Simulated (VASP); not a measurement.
# W3I (Pm-3m) in VASP: relaxation of cell and atoms with PBE

Aim: the relaxation of cell and atoms of W3I with PBE.

Program: VASP 6.6.1. These are calculated values, not measurements. Logs are shortened: lines on timing, memory, paths and dates and some standing lists are left out, and cuts for length are marked.

## Step 1: The cell of the first run

Symmetry: Pm-3m, No. 221, cubic system. Conventional cell: a = 4.165 Å, b = 4.165 Å, c = 4.165 Å, α = 90.00°, β = 90.00°, γ = 90.00°. Within 3.9 Å of W (site symmetry 4/mmm) lie 8 W at 2.95 Å and 4 I at 2.95 Å. Within 3.9 Å of I (site symmetry m-3m) lie 12 W at 2.95 Å.

## Step 2: Relaxation of cell and atoms, PBE

Contents of INCAR:

```
SYSTEM = W3I
PREC = Accurate
ENCUT = 600
EDIFF = 1E-7
ISMEAR = 0
SIGMA = 0.1
LREAL = .False.
LASPH = .True.
NELM = 100
ALGO = Normal
ISIF = 3
LWAVE = .False.
LCHARG = .False.
GGA = PE
IBRION = 2
NSW = 100
EDIFFG = -0.01
```

Contents of KPOINTS:

```
Automatic mesh
0
Gamma
  12 12 12
  0 0 0
```

Contents of POSCAR:

```
W3I
1.0
    4.1653406153      0.0000000000      0.0000000000
    0.0000000000      4.1653406153      0.0000000000
    0.0000000000      0.0000000000      4.1653406153
W I
3 1
Direct
    0.0000000000      0.5000000000      0.5000000000
    0.5000000000      0.0000000000      0.5000000000
    0.5000000000      0.5000000000      0.0000000000
    0.0000000000      0.0000000000      0.0000000000
```

Potentials or basis: VASP PAW PBE potentials, release 64 (W_sv, I).

Command:

```console
$ cat potpaw_PBE.64/W_sv/POTCAR potpaw_PBE.64/I/POTCAR > POTCAR
$ mpirun -np 1 vasp_std > vasp.out
```

OUTCAR:

```text
SYSTEM = W3I
   PREC = Accurate
   ENCUT = 600
   EDIFF = 1E-7
   ISMEAR = 0
   LREAL = .False.
   LASPH = .True.
   NELM = 100
   ISIF = 3
   GGA = PE
   IBRION = 2
   NSW = 100
   EDIFFG = -0.01

 ion  position               nearest neighbor table
   1  0.000  0.500  0.500-   2 2.95   3 2.95   4 2.95   3 2.95   4 2.95   2 2.95   4 2.95   4 2.95
                             2 2.95   3 2.95   3 2.95   2 2.95
   2  0.500  0.000  0.500-   1 2.95   3 2.95   4 2.95   3 2.95   4 2.95   1 2.95   3 2.95   3 2.95
                             1 2.95   4 2.95   4 2.95   1 2.95
   3  0.500  0.500  0.000-   1 2.95   2 2.95   4 2.95   1 2.95   2 2.95   2 2.95   4 2.95   2 2.95
                             1 2.95   4 2.95   1 2.95   4 2.95
   4  0.000  0.000  0.000-   1 2.95   2 2.95   3 2.95   1 2.95   2 2.95   1 2.95   3 2.95   1 2.95
                             2 2.95   3 2.95   2 2.95   3 2.95

  LATTYP: Found a simple cubic cell.
 ALAT       =     4.1653406153

  Lattice vectors:

 A1 = (   4.1653406153,   0.0000000000,   0.0000000000)
 A2 = (   0.0000000000,   4.1653406153,   0.0000000000)
 A3 = (   0.0000000000,   0.0000000000,   4.1653406153)

Analysis of symmetry for initial positions (statically):
=====================================================================
 Subroutine PRICEL returns:
 Original cell was already a primitive cell.

 Routine SETGRP: Setting up the symmetry group for a
 simple cubic supercell.

 Subroutine GETGRP returns: Found 48 space group operations
 (whereof 48 operations were pure point group operations)
 out of a pool of 48 trial point group operations.

The static configuration has the point symmetry O_h .

Analysis of symmetry for dynamics (positions and initial velocities):
=====================================================================
 Subroutine PRICEL returns:
 Original cell was already a primitive cell.

 Routine SETGRP: Setting up the symmetry group for a
 simple cubic supercell.

 Subroutine GETGRP returns: Found 48 space group operations
 (whereof 48 operations were pure point group operations)
 out of a pool of 48 trial point group operations.

The dynamic configuration has the point symmetry O_h .

 Subroutine INISYM returns: Found 48 space group operations
 (whereof 48 operations are pure point group operations),
 and found     1 'primitive' translations

----------------------------------------------------------------------------------------

                                     Primitive cell

  volume of cell :      72.2689

  direct lattice vectors                    reciprocal lattice vectors
     4.165340615  0.000000000  0.000000000     0.240076405  0.000000000  0.000000000
     0.000000000  4.165340615  0.000000000     0.000000000  0.240076405  0.000000000
     0.000000000  0.000000000  4.165340615     0.000000000  0.000000000  0.240076405

  length of vectors
     4.165340615  4.165340615  4.165340615     0.240076405  0.240076405  0.240076405

  position of ions in fractional coordinates (direct lattice)
     0.000000000  0.500000000  0.500000000
     0.500000000  0.000000000  0.500000000
     0.500000000  0.500000000  0.000000000
     0.000000000  0.000000000  0.000000000

  ion indices of the primitive-cell ions
   primitive index   ion index
                 1           1
                 2           2
                 3           3
                 4           4

----------------------------------------------------------------------------------------

 KPOINTS: Automatic mesh

Automatic generation of k-mesh.
 Grid dimensions read from file:
 generate k-points for:   12   12   12

 Generating k-lattice:

  Cartesian coordinates                     Fractional coordinates (reciprocal lattice)
     0.020006367  0.000000000  0.000000000     0.083333333  0.000000000  0.000000000
     0.000000000  0.020006367  0.000000000     0.000000000  0.083333333  0.000000000
     0.000000000  0.000000000  0.020006367     0.000000000  0.000000000  0.083333333

  Length of vectors
     0.020006367  0.020006367  0.020006367

  Shift w.r.t. Gamma in fractional coordinates (k-lattice)
     0.000000000  0.000000000  0.000000000

 Subroutine IBZKPT returns following result:
 ===========================================

 Found     84 irreducible k-points:

 Following reciprocal coordinates:
            Coordinates               Weight
  0.000000  0.000000  0.000000      1.000000
  0.083333  0.000000  0.000000      6.000000
  0.166667  0.000000  0.000000      6.000000
  0.250000  0.000000  0.000000      6.000000
  0.333333  0.000000  0.000000      6.000000
  0.416667  0.000000  0.000000      6.000000
[... 16 lines left out ...]
  0.333333  0.333333  0.000000     12.000000
  0.416667  0.333333  0.000000     24.000000
 [... further k-points ...]
   k-points           NKPTS =     84   k-points in BZ     NKDIM =     84   number of bands    NBANDS=     29
   number of dos      NEDOS =    301   number of ions     NIONS =      4
   total plane-waves  NPLWV =  46656
   dimension x,y,z NGX =    36 NGY =   36 NGZ =   36
   dimension x,y,z NGXF=    72 NGYF=   72 NGZF=   72
   ions per type =               3   1
   NGX,Y,Z   is equivalent  to a cutoff of  14.37, 14.37, 14.37 a.u.
   NGXF,Y,Z  is equivalent  to a cutoff of  28.74, 28.74, 28.74 a.u.
 SYSTEM =  W3I
   PREC   = accura    normal or accurate (medium, high low for compatibility)
   ISTART =      0    job   : 0-new  1-cont  2-samecut
   ICHARG =      2    charge: 1-file 2-atom 10-const
   ISPIN  =      1    spin polarized calculation?
   LNONCOLLINEAR =      F non collinear calculations
   LSORBIT =      F    spin-orbit coupling
   LASPH  =      T    aspherical Exc in radial PAW
   ENCUT  =  600.0 eV  44.10 Ry    6.64 a.u.   8.32  8.32  8.32*2*pi/ulx,y,z
   NELM   =    100;   NELMIN=  2; NELMDL= -5     # of ELM steps
   EDIFF  = 0.1E-06   stopping-criterion for ELM
   LREAL  =      F    real-space projection
   EDIFFG = -.1E-01   stopping-criterion for IOM
   NSW    =    100    number of steps for IOM
   IBRION =      2    ionic relax: 0-MD 1-quasi-New 2-CG
   NFREE  =      1    steps in history (QN), initial steepest desc. (CG)
   ISIF   =      3    stress and relaxation
   ISYM   =      2    0-nonsym 1-usesym 2-fastsym
   POTIM  = 0.5000    time-step for ionic-motion
   TEBEG  =    0.0;   TEEND  =   0.0 temperature during run
   PSTRESS=    0.0 pullay stress
   NELECT =      49.0000    total number of electrons
   NUPDOWN=      -1.0000    fix difference up-down
   EMIN   =  10.00;   EMAX   =-10.00  energy-range for DOS
   EFERMI =   0.00;   METHOD = LEGACY
   ISMEAR =     0;   SIGMA  =   0.10  broadening in eV -4-tet -1-fermi 0-gaus
   EFERMI_NEDOS =   21; number of points for ismear=-14 and -15
   IALGO  =     38    algorithm
   IMIX   =      4    mixing-type and parameters
     AMIX     =   0.40;   BMIX     =  1.00
     AMIX_MAG =   1.60;   BMIX_MAG =  1.00
  volume/ion in A,a.u.               =      18.07       121.92
  Fermi-wavevector in a.u.,A,eV,Ry     =   1.438212  2.717827 28.143034  2.068455
  Thomas-Fermi vector in A             =   2.557204
   LORBIT       =      0    0 simple, 1 ext, 2 COOP (PROOUT), +10 PAW based schemes
   GGA     = PE    functional components
   LHFCALC =     F    Hartree Fock is set to
   AEXX    =    0.0000 exact exchange contribution
   IVDW    =     0    specifies the selected vdW correction
   LEPSILON=     F    determine dielectric tensor
   LRPA    =     F    only Hartree local field effects (RPA)
 conjugate gradient relaxation of ions
 non-spin polarized calculation
 Gauss-broadening in eV      SIGMA  =   0.10
  energy-cutoff  :      600.00
  volume of cell :       72.27
 maximum number of plane-waves:      2469
 NGX is ok and might be reduce to    36
   NGX = 17   NGY = 17   NGZ = 17

--------------------------------------- Ionic step        1  -------------------------------------------

 number of electron      49.0000002 magnetization

 Free energy of the ion-electron system (eV)
  ---------------------------------------------------
  ext. energy  EPLUGINS =         0.00000000
  ---------------------------------------------------
  free energy    TOTEN  =       -33.79624535 eV

  energy without entropy =      -33.76609936  energy(sigma->0) =      -33.78117235

------------------------ aborting loop because EDIFF is reached ----------------------------------------

  FORCE on cell =-STRESS in cart. coord.  units (eV):
  Direction    XX          YY          ZZ          XY          YZ          ZX
  --------------------------------------------------------------------------------------
  -------------------------------------------------------------------------------------
  Total       -0.7564206     -0.7564206     -0.7564206     -0.0000000     -0.0000000      0.0000000
  in kB      -16.7695878    -16.7695878    -16.7695878     -0.0000000     -0.0000000      0.0000000
  external PRESSURE =     -16.7695878 kB  Pullay stress =       0.0000000 kB

 VOLUME and BASIS-vectors are now :
 -----------------------------------------------------------------------------
  energy-cutoff  :      600.00
  volume of cell :       72.27
      direct lattice vectors                 reciprocal lattice vectors
     4.165340615  0.000000000  0.000000000     0.240076405  0.000000000  0.000000000
     0.000000000  4.165340615  0.000000000     0.000000000  0.240076405  0.000000000
     0.000000000  0.000000000  4.165340615     0.000000000  0.000000000  0.240076405
[... 39 lines left out ...]
 POSITION                                       TOTAL-FORCE (eV/Angst)
 -----------------------------------------------------------------------------------
     -0.00000      2.06367      2.06367        -0.000000     -0.000000      0.000000
      2.06367     -0.00000      2.06367         0.000000     -0.000000      0.000000
      2.06367      2.06367      0.00000         0.000000      0.000000      0.000000
      0.00000      0.00000      0.00000         0.000000      0.000000      0.000000
 -----------------------------------------------------------------------------------
    total drift:                                0.000000      0.000000      0.000000

  FREE ENERGIE OF THE ION-ELECTRON SYSTEM (eV)
  ---------------------------------------------------
  free  energy   TOTEN  =       -33.7853772251 eV

  energy  without entropy=      -33.7560541289  energy(sigma->0) =      -33.77071568

--------------------------------------- Ionic step        3  -------------------------------------------

 number of electron      49.0000000 magnetization

 Free energy of the ion-electron system (eV)
  ---------------------------------------------------
  ext. energy  EPLUGINS =         0.00000000
  ---------------------------------------------------
  free energy    TOTEN  =       -33.79972926 eV

  energy without entropy =      -33.76994842  energy(sigma->0) =      -33.78483884

 E-fermi :  11.8805     XC(G=0): -12.7978

 val. band max:       11.8676339808   @ k =   0.4167   0.4167   0.3333
 cond. band min:      11.9000235364   @ k =   0.5000   0.5000   0.2500
 fundamental gap:      0.0323895556
 Fermi energy:        11.8805113770

 k-point     1 :       0.0000    0.0000    0.0000
  band No.  band energies     occupation
      1     -62.4632      2.00000
      2     -62.3910      2.00000
      3     -62.3910      2.00000
      4     -26.9393      2.00000
      5     -26.9393      2.00000
      6     -26.9393      2.00000
[... 757 lines left out ...]
     28      12.6547      0.00000
     29      13.4550      0.00000

 [... further k-points ...]

------------------------ aborting loop because EDIFF is reached ----------------------------------------

  FORCE on cell =-STRESS in cart. coord.  units (eV):
  Direction    XX          YY          ZZ          XY          YZ          ZX
  --------------------------------------------------------------------------------------
  -------------------------------------------------------------------------------------
  Total       -0.0003713     -0.0003713     -0.0003713     -0.0000000      0.0000000      0.0000000
  in kB       -0.0083077     -0.0083077     -0.0083077     -0.0000000      0.0000000      0.0000000
  external PRESSURE =      -0.0083077 kB  Pullay stress =       0.0000000 kB

 VOLUME and BASIS-vectors are now :
 -----------------------------------------------------------------------------
  energy-cutoff  :      600.00
  volume of cell :       71.61
      direct lattice vectors                 reciprocal lattice vectors
     4.152734827  0.000000000  0.000000000     0.240805166  0.000000000 -0.000000000
    -0.000000000  4.152734827  0.000000000     0.000000000  0.240805166  0.000000000
     0.000000000 -0.000000000  4.152734827     0.000000000 -0.000000000  0.240805166

 POSITION                                       TOTAL-FORCE (eV/Angst)
 -----------------------------------------------------------------------------------
     -0.00000      2.07637      2.07637        -0.000000     -0.000000      0.000000
      2.07637     -0.00000      2.07637         0.000000     -0.000000      0.000000
      2.07637      2.07637      0.00000         0.000000      0.000000      0.000000
      0.00000      0.00000      0.00000         0.000000      0.000000      0.000000
 -----------------------------------------------------------------------------------
    total drift:                                0.000000      0.000000      0.000000

  FREE ENERGIE OF THE ION-ELECTRON SYSTEM (eV)
  ---------------------------------------------------
  free  energy   TOTEN  =       -33.7997292579 eV

  energy  without entropy=      -33.7699484221  energy(sigma->0) =      -33.78483884

 reached required accuracy - stopping structural energy minimisation
```

It took 7.9 min on 1 thread of Intel Xeon 8259CL, shared host; peak memory 0.35 GiB.

Results:

```yaml
Free_energy: -33.7997 eV
Relaxed_volume: 17.90 Å³/atom
Relaxed_cell: a = 4.153 Å, b = 4.153 Å, c = 4.153 Å, α = 90.00°, β = 90.00°, γ = 90.00°
Space_group_after_relaxing_to_0.1_Å: Pm-3m (No. 221)
Energy_gained_by_relaxing: 0.9 meV/atom
Ionic_steps: 3
Pressure_after_relaxing: 0.0 GPa
Band_gap_on_the_k_mesh: zero (an odd number of electrons rules out a gap without spin polarisation)
```

The path:
```tsv
step	energy change (eV)	largest force (eV/Å)	pressure (GPa)	volume (Å³)
1	0.0000	0.0000	-1.68	72.27
2	0.0109	0.0000	3.59	70.31
3	-0.0035	0.0000	0.00	71.61
```

Final structure:
```
W I
1.0
     4.15273    0.00000    0.00000
     0.00000    4.15273    0.00000
     0.00000    0.00000    4.15273
W I
3 1
Direct
  0.00000 0.50000 0.50000
  0.50000 0.00000 0.50000
  0.50000 0.50000 0.00000
  0.00000 0.00000 0.00000
```

Caveat: spin-orbit coupling is left out, which moves the levels of the heavy elements.

The gap in the log of VASP goes by the Fermi energy; the results here count the filled bands.